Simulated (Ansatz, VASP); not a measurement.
PbO2 in VASP and in Ansatz

```
Pb O
1.0
     5.08262    0.00000    0.00000
     0.00000    5.08262    0.00000
     0.00000    0.00000    3.44230
Pb O
2 4
Direct
  0.00000 0.00000 0.00000
  0.50000 0.50000 0.50000
  0.30800 0.30800 0.00000
  0.80800 0.19200 0.50000
  0.19200 0.80800 0.50000
  0.69200 0.69200 0.00000
```

Alike in both runs: functional PBE; k mesh 8 × 8 × 10; occupations gaussian, width 0.1 eV; no spin polarisation.

Ansatz relaxed the structure, and its values are those at the end. VASP's run is a single point on that final structure, the one shown.

|  | VASP | Ansatz |
| --- | --- | --- |
| version | VASP 6.6.1 | Ansatz 0.2.0 |
| potentials or method | VASP PAW PBE potentials, release 64 (Pb_d, O), cutoff 520 eV | scalar-relativistic, plane waves, PAW |
| valence electrons in the cell | 52 | 52 |

```csv
,VASP,Ansatz,Ansatz less VASP
pressure (GPa),0.2,0.0,-0.23
rms of the force components (eV/Å),0.006,0.001,-0.0053
```

Neither program's run includes spin-orbit coupling.
